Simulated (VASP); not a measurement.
A run of VASP 6.6.1 is set up as follows.

Contents of INCAR:

```
SYSTEM = GaAs
ALGO     = Normal         ! electronic algorithm
EDIFF    = 1E-8           ! SCF threshold, eV
ENCUT    = 600            ! plane-wave cutoff, eV
GGA      = CA             ! functional
IBRION   = 6              ! ionic algorithm
ISIF     = 3              ! what is computed and relaxed
ISMEAR   = 0              ! smearing method
LASPH    = .TRUE.         ! aspherical terms in the spheres
LCHARG   = .FALSE.        ! write CHGCAR
LREAL    = .FALSE.        ! projectors in reciprocal space
LWAVE    = .FALSE.        ! write WAVECAR
NELM     = 60             ! most SCF steps
NFREE    = 2            
NSW      = 1              ! ionic steps
POTIM    = 0.015          ! step
PREC     = Accurate       ! precision mode
SIGMA    = 0.01           ! smearing width, eV
```

The input KPOINTS:

```
k-points
0
G
  8 8 8
  0 0 0
```

Contents of POSCAR:

```
GaAs
1.0
    2.8014470115      2.8014470115      0.0000000000
   -2.8014470115      2.8014470115      0.0000000000
    0.0000000000      2.8014470115      2.8014470115
Ga As
1 1
Direct
    0.0000000000      0.0000000000      0.0000000000
    0.7500000000      0.2500000000      0.5000000000
```

Potentials or basis: VASP PAW LDA potentials, release 64 (Ga_d, As).

Run with:

```bash
$ cat potpaw_LDA.64/Ga_d/POTCAR potpaw_LDA.64/As/POTCAR > POTCAR
$ mpirun -np 1 vasp_std > vasp.out
```

Question: What does it give for the elastic constants C11, C12, C44?

Answer: 118, 54, 59 GPa.

Question: Predict the Voigt bulk modulus.

Answer: 76 GPa.

Question: Predict the highest phonon frequency at Γ, LO-TO splitting left out.

Answer: 271 cm⁻¹.

Phonon frequencies in cm⁻¹ (negative: imaginary):
```
              q point        frequencies
(0.000, 0.000, 0.000)  0 0 0 271 271 271
```
